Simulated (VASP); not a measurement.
Set up this calculation in VASP 6.6.1, as the native input.

```yaml
Task: single point
Functional: PBEsol
Potentials_or_basis: VASP PAW PBE potentials, release 64 (I)
Cutoff: 520 eV
k_mesh: 8 × 8 × 3
Occupations: fermi-dirac, width 0.05 eV
Spin: no spin polarisation
Dipole_correction: no
Further_INCAR_settings: ALGO = Normal; EDIFF = 1e-06; NBANDS = 22
```

The structure of I lies in POSCAR:

```
I
1.0
    3.9029310181     -2.2570674256      0.0000000000
    3.9029310181      2.2570674256      0.0000000000
    0.0000000000      0.0000000000     10.1030353455
I
4
Direct
    0.8307187399      0.1692812601      0.1228187161
    0.6692812601      0.3307187399      0.6228187161
    0.1692812601      0.8307187399      0.8771812839
    0.3307187399      0.6692812601      0.3771812839
```

One way to write it, as run:

INCAR

```
SYSTEM = I
PREC     = Accurate       ! precision mode
ENCUT    = 520            ! plane-wave cutoff, eV
EDIFF    = 1E-6           ! SCF threshold, eV
ISMEAR   = -1             ! smearing method
SIGMA    = 0.05           ! smearing width, eV
LREAL    = .False.        ! projectors in reciprocal space
LASPH    = .True.         ! aspherical terms in the spheres
NELM     = 60             ! most SCF steps
ALGO     = Normal         ! electronic algorithm
ISIF     = 2              ! what is computed and relaxed
LWAVE    = .False.        ! write WAVECAR
LCHARG   = .True.         ! write CHGCAR
GGA      = PS             ! functional
LELF     = .True.         ! ELF
LVHAR    = .True.       
NBANDS   = 22             ! bands
```

KPOINTS

```
Automatic mesh
0
Gamma
  8 8 3
  0 0 0
```

Potentials or basis: VASP PAW PBE potentials, release 64 (I).

Run with:

```console
$ cat potpaw_PBE.64/I/POTCAR > POTCAR
$ mpirun -np 1 vasp_std > vasp.out
```

Results of the run:

```
Pressure               : -2.4 GPa
Largest force          : 0.391 eV/Å
Band gap on the k mesh : 0.59 eV (least direct gap 0.77 eV)
```

Caveat: semilocal functionals underestimate gaps, and a narrow one can read as zero; the PAW data sets were made with another functional, which shifts forces and pressure a little; spin-orbit coupling is left out, which moves the levels of the heavy elements.

Run time: 4.4 min on 1 thread of Intel Xeon 8259CL (shared host), peak memory 0.36 GiB.
